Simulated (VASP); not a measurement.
# Y (P6_3/mmc) in VASP: a series of runs

Y is run at these levels: LDA; tasks: single point.

Program: VASP 6.6.1. These are calculated values, not measurements. Logs are shortened: lines on timing, memory, paths and dates and some standing lists are left out, and cuts for length are marked.

**1. The cell of the first run**

Symmetry: P6_3/mmc, No. 194, hexagonal system. Conventional cell: a = 3.651 Å, b = 3.651 Å, c = 5.690 Å, α = 90.00°, β = 90.00°, γ = 120.00°. Y (site symmetry -6m2) has 12 Y at 3.54 to 3.65 Å within 4.7 Å.

**2. Single point, LDA (zz strain of -1 %)**

The input, INCAR:

```
SYSTEM = Y
PREC     = Accurate       ! precision mode
ENCUT    = 520            ! plane-wave cutoff, eV
EDIFF    = 1E-6           ! SCF threshold, eV
ISMEAR   = -1             ! smearing method
SIGMA    = 0.08           ! smearing width, eV
LREAL    = .FALSE.        ! projectors in reciprocal space
LASPH    = .TRUE.         ! aspherical terms in the spheres
NELM     = 80             ! most SCF steps
ALGO     = Normal         ! electronic algorithm
ISIF     = 2              ! what is computed and relaxed
LWAVE    = .FALSE.        ! write WAVECAR
LCHARG   = .FALSE.        ! write CHGCAR
NBANDS   = 18             ! bands
```

The input, KPOINTS:

```
regular mesh
0
G
  12 12 7
  0 0 0
```

The input, POSCAR:

```
Y
1.0
    3.6514992371      0.0000000000      0.0000000000
   -1.8257496185      3.1622911012      0.0000000000
    0.0000000000      0.0000000000      5.6899260000
Y
2
Direct
    0.3333333333      0.6666666667      0.2500000000
    0.6666666667      0.3333333333      0.7500000000
```

Potentials or basis: VASP PAW LDA potentials, release 64 (Y_sv).

Run with:

```sh
cat potpaw_LDA.64/Y_sv/POTCAR > POTCAR
mpirun -np 1 vasp_std > vasp.out
```

OUTCAR:

```text
SYSTEM = Y
   PREC = Accurate
   ENCUT = 520
   EDIFF = 1E-6
   ISMEAR = -1
   LREAL = .FALSE.
   LASPH = .TRUE.
   NELM = 80
   ISIF = 2

 ion  position               nearest neighbor table
   1  0.333  0.667  0.250-   2 3.54   2 3.54   2 3.54   2 3.54   2 3.54   2 3.54
   2  0.667  0.333  0.750-   1 3.54   1 3.54   1 3.54   1 3.54   1 3.54   1 3.54

  LATTYP: Found a hexagonal cell.
 ALAT       =     3.6514992371
 C/A-ratio  =     1.5582437872

  Lattice vectors:

 A1 = (   3.6514992371,   0.0000000000,   0.0000000000)
 A2 = (  -1.8257496185,   3.1622911012,   0.0000000000)
 A3 = (   0.0000000000,   0.0000000000,   5.6899260000)

Analysis of symmetry for initial positions (statically):
=====================================================================
 Subroutine PRICEL returns:
 Original cell was already a primitive cell.

 Routine SETGRP: Setting up the symmetry group for a
 hexagonal supercell.

 Subroutine GETGRP returns: Found 24 space group operations
 (whereof 12 operations were pure point group operations)
 out of a pool of 24 trial point group operations.

The static configuration has the point symmetry D_3d.
 The point group associated with its full space group is D_6h.

Analysis of symmetry for dynamics (positions and initial velocities):
=====================================================================
 Subroutine PRICEL returns:
 Original cell was already a primitive cell.

 Routine SETGRP: Setting up the symmetry group for a
 hexagonal supercell.

 Subroutine GETGRP returns: Found 24 space group operations
 (whereof 12 operations were pure point group operations)
 out of a pool of 24 trial point group operations.

The dynamic configuration has the point symmetry D_3d.
 The point group associated with its full space group is D_6h.

 Subroutine INISYM returns: Found 24 space group operations
 (whereof 12 operations are pure point group operations),
 and found     1 'primitive' translations

----------------------------------------------------------------------------------------

                                     Primitive cell

  volume of cell :      65.7022

  direct lattice vectors                    reciprocal lattice vectors
     3.651499237  0.000000000  0.000000000     0.273860115  0.158113211  0.000000000
    -1.825749618  3.162291101  0.000000000     0.000000000  0.316226422  0.000000000
     0.000000000  0.000000000  5.689926000     0.000000000  0.000000000  0.175749210

  length of vectors
     3.651499237  3.651499237  5.689926000     0.316226422  0.316226422  0.175749210

  position of ions in fractional coordinates (direct lattice)
     0.333333333  0.666666667  0.250000000
     0.666666667  0.333333333  0.750000000

  ion indices of the primitive-cell ions
   primitive index   ion index
                 1           1
                 2           2

----------------------------------------------------------------------------------------

 KPOINTS: regular mesh

Automatic generation of k-mesh.
 Grid dimensions read from file:
 generate k-points for:   12   12    7

 Generating k-lattice:

  Cartesian coordinates                     Fractional coordinates (reciprocal lattice)
     0.022821676  0.013176101  0.000000000     0.083333333  0.000000000  0.000000000
     0.000000000  0.026352202  0.000000000     0.000000000  0.083333333  0.000000000
     0.000000000  0.000000000  0.025107030     0.000000000  0.000000000  0.142857143

  Length of vectors
     0.026352202  0.026352202  0.025107030

  Shift w.r.t. Gamma in fractional coordinates (k-lattice)
     0.000000000  0.000000000  0.000000000

 Subroutine IBZKPT returns following result:
 ===========================================

 Found     76 irreducible k-points:

 Following reciprocal coordinates:
            Coordinates               Weight
  0.000000  0.000000  0.000000      1.000000
  0.083333  0.000000  0.000000      6.000000
  0.166667  0.000000  0.000000      6.000000
  0.250000  0.000000  0.000000      6.000000
  0.333333  0.000000  0.000000      6.000000
  0.416667  0.000000  0.000000      6.000000
[... 16 lines left out ...]
  0.250000  0.000000  0.142857     12.000000
  0.333333  0.000000  0.142857     12.000000
 [... further k-points ...]
   k-points           NKPTS =     76   k-points in BZ     NKDIM =     76   number of bands    NBANDS=     18
   number of dos      NEDOS =    301   number of ions     NIONS =      2
   total plane-waves  NPLWV =  32928
   dimension x,y,z NGX =    28 NGY =   28 NGZ =   42
   dimension x,y,z NGXF=    56 NGYF=   56 NGZF=   84
   ions per type =               2
   NGX,Y,Z   is equivalent  to a cutoff of  12.75, 12.75, 12.27 a.u.
   NGXF,Y,Z  is equivalent  to a cutoff of  25.50, 25.50, 24.54 a.u.
 SYSTEM =  Y
   PREC   = accura    normal or accurate (medium, high low for compatibility)
   ISTART =      0    job   : 0-new  1-cont  2-samecut
   ICHARG =      2    charge: 1-file 2-atom 10-const
   ISPIN  =      1    spin polarized calculation?
   LNONCOLLINEAR =      F non collinear calculations
   LSORBIT =      F    spin-orbit coupling
   LASPH  =      T    aspherical Exc in radial PAW
   ENCUT  =  520.0 eV  38.22 Ry    6.18 a.u.   6.79  6.79 10.58*2*pi/ulx,y,z
   NELM   =     80;   NELMIN=  2; NELMDL= -5     # of ELM steps
   EDIFF  = 0.1E-05   stopping-criterion for ELM
   LREAL  =      F    real-space projection
   EDIFFG = 0.1E-04   stopping-criterion for IOM
   NSW    =      0    number of steps for IOM
   IBRION =     -1    ionic relax: 0-MD 1-quasi-New 2-CG
   NFREE  =      0    steps in history (QN), initial steepest desc. (CG)
   ISIF   =      2    stress and relaxation
   ISYM   =      2    0-nonsym 1-usesym 2-fastsym
   POTIM  = 0.5000    time-step for ionic-motion
   TEBEG  =    0.0;   TEEND  =   0.0 temperature during run
   PSTRESS=    0.0 pullay stress
   NELECT =      22.0000    total number of electrons
   NUPDOWN=      -1.0000    fix difference up-down
   EMIN   =  10.00;   EMAX   =-10.00  energy-range for DOS
   EFERMI =   0.00;   METHOD = LEGACY
   ISMEAR =    -1;   SIGMA  =   0.08  broadening in eV -4-tet -1-fermi 0-gaus
   EFERMI_NEDOS =   21; number of points for ismear=-14 and -15
   IALGO  =     38    algorithm
   IMIX   =      4    mixing-type and parameters
     AMIX     =   0.40;   BMIX     =  1.00
     AMIX_MAG =   1.60;   BMIX_MAG =  1.00
  volume/ion in A,a.u.               =      32.85       221.69
  Fermi-wavevector in a.u.,A,eV,Ry     =   1.136813  2.148266 17.583416  1.292345
  Thomas-Fermi vector in A             =   2.273518
   LORBIT       =      0    0 simple, 1 ext, 2 COOP (PROOUT), +10 PAW based schemes
   GGA     = CA    functional components
   LHFCALC =     F    Hartree Fock is set to
   AEXX    =    0.0000 exact exchange contribution
   IVDW    =     0    specifies the selected vdW correction
   LEPSILON=     F    determine dielectric tensor
   LRPA    =     F    only Hartree local field effects (RPA)
 non-spin polarized calculation
  energy-cutoff  :      520.00
  volume of cell :       65.70
 maximum number of plane-waves:      1788
 NGX is ok and might be reduce to    28
   NGX = 13   NGY = 13   NGZ = 21

 number of electron      22.0000000 magnetization

 Free energy of the ion-electron system (eV)
  ---------------------------------------------------
  ext. energy  EPLUGINS =         0.00000000
  ---------------------------------------------------
  free energy    TOTEN  =       -13.85794048 eV

  energy without entropy =      -13.77516470  energy(sigma->0) =      -13.81655259

 E-fermi :   2.8238     XC(G=0):  -9.6407

 val. band max:        2.8194422881   @ k =   0.1667   0.0833   0.1429
 cond. band min:       2.8240944417   @ k =   0.2500   0.2500   0.4286
 fundamental gap:      0.0046521537
 Fermi energy:         2.8237877524

 k-point     1 :       0.0000    0.0000    0.0000
  band No.  band energies     occupation
      1     -39.6310      2.00000
      2     -39.5535      2.00000
      3     -20.0424      2.00000
      4     -19.5574      2.00000
      5     -19.5574      2.00000
      6     -19.4628      2.00000
[... 10 lines left out ...]
     17       5.5027      0.00000
     18       5.5027      0.00000

 k-point     2 :       0.0833    0.0000    0.0000
  band No.  band energies     occupation
      1     -39.6275      2.00000
      2     -39.5523      2.00000
      3     -20.0298      2.00000
      4     -19.5823      2.00000
      5     -19.5661      2.00000
      6     -19.4891      2.00000
[... 10 lines left out ...]
     17       5.3183      0.00000
     18       5.3656      0.00000

 k-point     3 :       0.1667    0.0000    0.0000
  band No.  band energies     occupation
      1     -39.6177      2.00000
      2     -39.5494      2.00000
      3     -19.9937      2.00000
      4     -19.6506      2.00000
      5     -19.5889      2.00000
      6     -19.5594      2.00000
[... 10 lines left out ...]
     17       5.5098      0.00000
     18       5.6183      0.00000

 k-point     4 :       0.2500    0.0000    0.0000
  band No.  band energies     occupation
      1     -39.6037      2.00000
      2     -39.5460      2.00000
      3     -19.9392      2.00000
      4     -19.7443      2.00000
      5     -19.6516      2.00000
      6     -19.6188      2.00000
[... 10 lines left out ...]
     17       6.0096      0.00000
     18       6.2015      0.00000

 k-point     5 :       0.3333    0.0000    0.0000
  band No.  band energies     occupation
      1     -39.5884      2.00000
      2     -39.5438      2.00000
      3     -19.8746      2.00000
      4     -19.8383      2.00000
      5     -19.7399      2.00000
      6     -19.6475      2.00000
[... 10 lines left out ...]
     17       6.6655      0.00000
     18       6.9154      0.00000

 k-point     6 :       0.4167    0.0000    0.0000
  band No.  band energies     occupation
      1     -39.5755      2.00000
      2     -39.5438      2.00000
      3     -19.9070      2.00000
      4     -19.8139      2.00000
      5     -19.8024      2.00000
      6     -19.6680      2.00000
[... 10 lines left out ...]
     17       7.5295      0.00000
     18       7.6341      0.00000

 k-point     7 :       0.5000    0.0000    0.0000
  band No.  band energies     occupation
      1     -39.5700      2.00000
      2     -39.5446      2.00000
      3     -19.9321      2.00000
      4     -19.8249      2.00000
      5     -19.7852      2.00000
      6     -19.6754      2.00000
[... 10 lines left out ...]
     17       8.1107      0.00000
     18       8.2755      0.00000

 k-point     8 :       0.0833    0.0833    0.0000
  band No.  band energies     occupation
      1     -39.6208      2.00000
      2     -39.5503      2.00000
      3     -20.0055      2.00000
      4     -19.6238      2.00000
      5     -19.5918      2.00000
      6     -19.5290      2.00000
[... 10 lines left out ...]
     17       5.3218      0.00000
     18       5.5538      0.00000
[... 229 lines left out ...]
     17       7.4503      0.00000
     18       7.8613      0.00000

 k-point    20 :       0.0000    0.0000    0.1429
  band No.  band energies     occupation
      1     -39.6272      2.00000
      2     -39.5574      2.00000
      3     -20.0135      2.00000
      4     -19.5528      2.00000
      5     -19.5528      2.00000
      6     -19.4675      2.00000
[... 10 lines left out ...]
     17       5.7297      0.00000
     18       5.7297      0.00000

 k-point    21 :       0.0833    0.0000    0.1429
  band No.  band energies     occupation
      1     -39.6238      2.00000
      2     -39.5561      2.00000
      3     -20.0027      2.00000
      4     -19.5767      2.00000
      5     -19.5612      2.00000
      6     -19.5049      2.00000
[... 10 lines left out ...]
     17       5.6415      0.00000
     18       5.6764      0.00000

 k-point    22 :       0.1667    0.0000    0.1429
  band No.  band energies     occupation
      1     -39.6143      2.00000
      2     -39.5528      2.00000
      3     -19.9727      2.00000
      4     -19.6419      2.00000
      5     -19.5834      2.00000
      6     -19.5797      2.00000
[... 10 lines left out ...]
     17       5.6592      0.00000
     18       5.7618      0.00000

 k-point    23 :       0.2500    0.0000    0.1429
  band No.  band energies     occupation
      1     -39.6008      2.00000
      2     -39.5488      2.00000
      3     -19.9325      2.00000
      4     -19.7274      2.00000
      5     -19.6715      2.00000
      6     -19.6124      2.00000
[... 10 lines left out ...]
     17       6.1146      0.00000
     18       6.1522      0.00000

 k-point    24 :       0.3333    0.0000    0.1429
  band No.  band energies     occupation
      1     -39.5862      2.00000
      2     -39.5460      2.00000
      3     -19.9112      2.00000
      4     -19.7932      2.00000
      5     -19.7508      2.00000
      6     -19.6405      2.00000
[... 10 lines left out ...]
     17       6.6829      0.00000
     18       6.8179      0.00000

 [... further k-points ...]

------------------------ aborting loop because EDIFF is reached ----------------------------------------

  FORCE on cell =-STRESS in cart. coord.  units (eV):
  Direction    XX          YY          ZZ          XY          YZ          ZX
  --------------------------------------------------------------------------------------
  -------------------------------------------------------------------------------------
  Total       -1.4750498     -1.4750498     -1.5024403     -0.0000000      0.0000000      0.0000000
  in kB      -35.9697651    -35.9697651    -36.6376949     -0.0000000      0.0000000      0.0000000
  external PRESSURE =     -36.1924083 kB  Pullay stress =       0.0000000 kB

 VOLUME and BASIS-vectors are now :
 -----------------------------------------------------------------------------
  energy-cutoff  :      520.00
  volume of cell :       65.70
      direct lattice vectors                 reciprocal lattice vectors
     3.651499237  0.000000000  0.000000000     0.273860115  0.158113211  0.000000000
    -1.825749618  3.162291101  0.000000000     0.000000000  0.316226422  0.000000000
     0.000000000  0.000000000  5.689926000     0.000000000  0.000000000  0.175749210

 POSITION                                       TOTAL-FORCE (eV/Angst)
 -----------------------------------------------------------------------------------
     -0.00000      2.10819      1.42248         0.000000      0.000000      0.000000
      1.82575      1.05410      4.26744        -0.000000     -0.000000      0.000000
 -----------------------------------------------------------------------------------
    total drift:                                0.000000     -0.000000      0.000000

  FREE ENERGIE OF THE ION-ELECTRON SYSTEM (eV)
  ---------------------------------------------------
  free  energy   TOTEN  =       -13.8579404820 eV

  energy  without entropy=      -13.7751647050  energy(sigma->0) =      -13.81655259
```

Wall time 38 s (1 thread of Intel Xeon Platinum 8488C (Sapphire Rapids), shared host); peak memory 0.21 GiB.

What came out:

- Free energy: -13.8579 eV
- Pressure: -3.6 GPa
- Band gap on the k mesh: zero (band 11 reaches 3.84 eV, above the bottom of band 12 at 2.40 eV)

Caveat: the cell differs from its parent crystal (zz strain of -1 %).

**3. Single point, LDA (zz strain of +1 %)**

The input, INCAR:

```
SYSTEM = Y
ALGO     = Normal         ! electronic algorithm
EDIFF    = 1E-6           ! SCF threshold, eV
ENCUT    = 520            ! plane-wave cutoff, eV
GGA      = CA             ! functional
ISIF     = 2              ! what is computed and relaxed
ISMEAR   = -1             ! smearing method
LASPH    = .True.         ! aspherical terms in the spheres
LCHARG   = .False.        ! write CHGCAR
LREAL    = .False.        ! projectors in reciprocal space
LWAVE    = .False.        ! write WAVECAR
NBANDS   = 18             ! bands
NELM     = 60             ! most SCF steps
PREC     = Accurate       ! precision mode
SIGMA    = 0.08           ! smearing width, eV
```

The input, KPOINTS:

```
k-points
0
Gamma
  12 12 7
  0 0 0
```

Edit POSCAR of step 2 so:

```diff
@@ -4,3 +4,3 @@
    -1.8257496185      3.1622911012      0.0000000000
-    0.0000000000      0.0000000000      5.6899260000
+    0.0000000000      0.0000000000      5.8048740000
 Y
```

Potentials or basis: VASP PAW LDA potentials, release 64 (Y_sv).

Run with:

```sh
cat potpaw_LDA.64/Y_sv/POTCAR > POTCAR
mpirun -np 1 vasp_std > vasp.out
```

Wall time 42 s (1 thread of Intel Xeon Platinum 8488C (Sapphire Rapids), shared host); peak memory 0.22 GiB.

The run converged. Its results:

```yaml
Free_energy: -13.8217 eV
Pressure: -4.3 GPa
Band_gap_on_the_k_mesh: zero (band 11 reaches 3.56 eV, above the bottom of band 12 at 2.33 eV)
```

Stress tensor (GPa, compression positive):
```
-3.96  0.00  0.00
 0.00 -3.96  0.00
 0.00  0.00 -5.03
```

Levels at points of the mesh, in eV from the Fermi level:
```tsv
k point	band 7	band 8	band 9	band 10	band 11	band 12	band 13	band 14	band 15	band 16
(0.00, 0.00, 0.00)	-22.35	-22.33	-4.65	-1.88	0.82	1.69	1.69	1.87	2.25	2.25
(0.50, 0.00, 0.00)	-22.47	-22.41	-1.67	-1.16	-0.81	-0.06	1.29	1.45	1.93	4.91
```

Caveat: the cell differs from its parent crystal (zz strain of +1 %).

**4. Single point, LDA (volume scaled by 1.02)**

The input, INCAR:

```
SYSTEM = Y
PREC = Accurate
ENCUT = 520
EDIFF = 1E-6
ISMEAR = -1
SIGMA = 0.08
LREAL = .False.
LASPH = .True.
NELM = 60
ALGO = Normal
ISIF = 2
LWAVE = .False.
LCHARG = .True.
GGA = CA
LELF = .True.
LVHAR = .True.
NBANDS = 18
```

The input, KPOINTS:

```
regular mesh
0
Gamma
  12 12 7
  0 0 0
```

The input, POSCAR:

```
Y
1.0
    3.6756820560      0.0000000000      0.0000000000
   -1.8378410280      3.1832340367      0.0000000000
    0.0000000000      0.0000000000      5.7854633609
Y
2
Direct
    0.3333333333      0.6666666667      0.2500000000
    0.6666666667      0.3333333333      0.7500000000
```

Run with:

```sh
cat potpaw_LDA.64/Y_sv/POTCAR > POTCAR
mpirun -np 1 vasp_std > vasp.out
```

Wall time 45 s (1 thread of Intel Xeon Platinum 8488C (Sapphire Rapids), shared host); peak memory 0.22 GiB.

It converged, with:

* Free energy: -13.8055 eV
* Pressure: -4.6 GPa
* Band gap on the k mesh: zero (band 11 reaches 3.54 eV, above the bottom of band 12 at 2.27 eV)

Stress tensor (GPa, compression positive):
```
-4.42  0.00  0.00
 0.00 -4.42  0.00
 0.00  0.00 -5.01
```

Levels at points of the mesh, in eV from the Fermi level:
```csv
k point,band 7,band 8,band 9,band 10,band 11,band 12,band 13,band 14,band 15,band 16
"(0.00, 0.00, 0.00)",-22.38,-22.35,-4.63,-1.84,0.86,1.67,1.67,1.93,2.23,2.23
"(0.50, 0.00, 0.00)",-22.49,-22.43,-1.67,-1.15,-0.78,-0.09,1.32,1.40,1.95,4.81
```

**5. Single point, LDA (zz strain of +2 %)**

The input, INCAR:

```
SYSTEM = Y
  PREC = Accurate
  ENCUT = 520
  EDIFF = 1E-6
  ISMEAR = -1
  SIGMA = 0.08
  LREAL = .False.
  LASPH = .True.
  NELM = 100
  ALGO = Normal
  ISIF = 2
  LWAVE = .False.
  LCHARG = .True.
  GGA = CA
  LELF = .True.
  LVHAR = .True.
  NBANDS = 18
```

The input, KPOINTS:

```
Automatic mesh
0
Gamma
  12 12 7
  0 0 0
```

The input, POSCAR:

```
Y
1.0
    3.6514992371      0.0000000000      0.0000000000
   -1.8257496185      3.1622911012      0.0000000000
    0.0000000000      0.0000000000      5.8623480000
Y
2
Direct
    0.3333333333      0.6666666667      0.2500000000
    0.6666666667      0.3333333333      0.7500000000
```

Run with:

```sh
cat potpaw_LDA.64/Y_sv/POTCAR > POTCAR
mpirun -np 1 vasp_std > vasp.out
```

Wall time 44 s (1 thread of Intel Xeon Platinum 8488C (Sapphire Rapids), shared host); peak memory 0.22 GiB.

It converged, with:

* Free energy: -13.7996 eV
* Pressure: -4.6 GPa
* Band gap on the k mesh: zero (band 11 reaches 3.43 eV, above the bottom of band 12 at 2.30 eV)

Stress tensor (GPa, compression positive):
```
-4.12  0.00  0.00
 0.00 -4.12  0.00
 0.00  0.00 -5.64
```

Levels at points of the mesh, in eV from the Fermi level:
```
           k point  band 9  band 10  band 11  band 12  band 13  band 14
(0.00, 0.00, 0.00)   -4.64    -1.89     0.74     1.69     1.69     1.79
(0.50, 0.00, 0.00)   -1.65    -1.15    -0.81    -0.05     1.24     1.49
```

Caveat: the cell differs from its parent crystal (zz strain of +2 %).

(Continued in part 2 of 2.)
